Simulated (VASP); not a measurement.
**Si (a cell with a defect): single point with PBE**

Crystal: Si (a cell with a defect).

```
CELL_PARAMETERS angstrom
0.00000 5.43000 5.43000
5.43000 0.00000 5.43000
5.43000 5.43000 0.00000
ATOMIC_POSITIONS crystal
Si 0.01828 0.96011 0.01718
Si 0.13171 0.10720 0.13105
Si 0.00556 0.00221 0.50218
Si 0.13519 0.12353 0.62350
Si 0.97524 0.47417 0.97412
Si 0.10189 0.60142 0.10140
Si 0.01824 0.51721 0.46010
Si 0.13171 0.63109 0.60715
Si 0.50284 0.00212 0.00491
Si 0.62403 0.12341 0.13468
Si 0.50955 0.00915 0.50913
Si 0.63403 0.13334 0.63330
Si 0.46028 0.51786 0.01779
Si 0.60821 0.63097 0.13093
Si 0.50285 0.50495 0.50209
Si 0.62403 0.63471 0.62338
Si 0.83598 0.33621 0.83623
```

- Program: VASP 6.6.1
- Task: single point
- Functional: PBE
- Potentials or basis: VASP PAW PBE potentials, release 64 (Si)
- Cutoff: 520 eV
- k mesh: 2 × 2 × 2
- Occupations: gaussian, width 0.05 eV
- Spin: no spin polarisation

| Quantity | Value |
| --- | --- |
| Pressure | 4.3 GPa |
| Largest force | 0.035 eV/Å |
| Band gap on the k mesh | zero (band 34 reaches 6.80 eV, above the bottom of band 35 at 6.72 eV) |

Forces on the atoms (eV/Å):
```
Si   0.006 -0.004  0.000
Si  -0.009  0.003 -0.004
Si   0.019 -0.017 -0.017
Si   0.003 -0.001 -0.001
Si   0.003 -0.010 -0.010
Si   0.017  0.011  0.011
Si   0.005  0.000 -0.004
Si  -0.009 -0.004  0.002
Si  -0.020 -0.020  0.020
Si   0.005  0.003  0.002
Si  -0.003  0.006  0.006
Si   0.006 -0.005 -0.005
Si  -0.018  0.006  0.006
Si   0.010 -0.001 -0.001
Si  -0.020  0.020 -0.019
Si   0.004  0.002  0.003
Si   0.002  0.010  0.010
```

Stress tensor (GPa, compression positive):
```
 4.34 -0.49 -0.49
-0.49  4.35 -0.49
-0.49 -0.49  4.35
```

Levels at points of the mesh, in eV from the Fermi level:
| k point | band 31 | band 32 | band 33 | band 34 | band 35 | band 36 | band 37 | band 38 |
| --- | --- | --- | --- | --- | --- | --- | --- | --- |
| (0.00, 0.00, 0.00) | -1.13 | -0.71 | -0.71 | -0.50 | -0.06 | -0.05 | 0.26 | 0.26 |
| (0.50, 0.00, 0.00) | -1.38 | -1.36 | -0.87 | -0.17 | 0.19 | 0.70 | 0.92 | 1.05 |
| (0.00, 0.50, 0.00) | -1.38 | -1.36 | -0.87 | -0.17 | 0.19 | 0.70 | 0.92 | 1.05 |
| (0.00, 0.00, 0.50) | -1.38 | -1.36 | -0.87 | -0.17 | 0.19 | 0.70 | 0.92 | 1.05 |
| (0.50, 0.50, 0.50) | -1.37 | -1.31 | -1.31 | -0.27 | 0.37 | 0.38 | 1.20 | 1.20 |
| (0.50, 0.50, 0.00) | -1.89 | -1.72 | -0.78 | 0.01 | 0.38 | 1.30 | 1.46 | 1.57 |
| (0.00, 0.50, 0.50) | -1.89 | -1.71 | -0.78 | 0.01 | 0.38 | 1.30 | 1.46 | 1.57 |
| (0.50, 0.00, 0.50) | -1.89 | -1.72 | -0.78 | 0.01 | 0.38 | 1.30 | 1.46 | 1.57 |

Run time: 2.3 min on 1 thread of Intel(R) Xeon(R) Platinum 8559C (Emerald Rapids), with other jobs on the host, peak memory 0.46 GiB.

Caveat: the k points lie up to 0.50 Å⁻¹ apart.
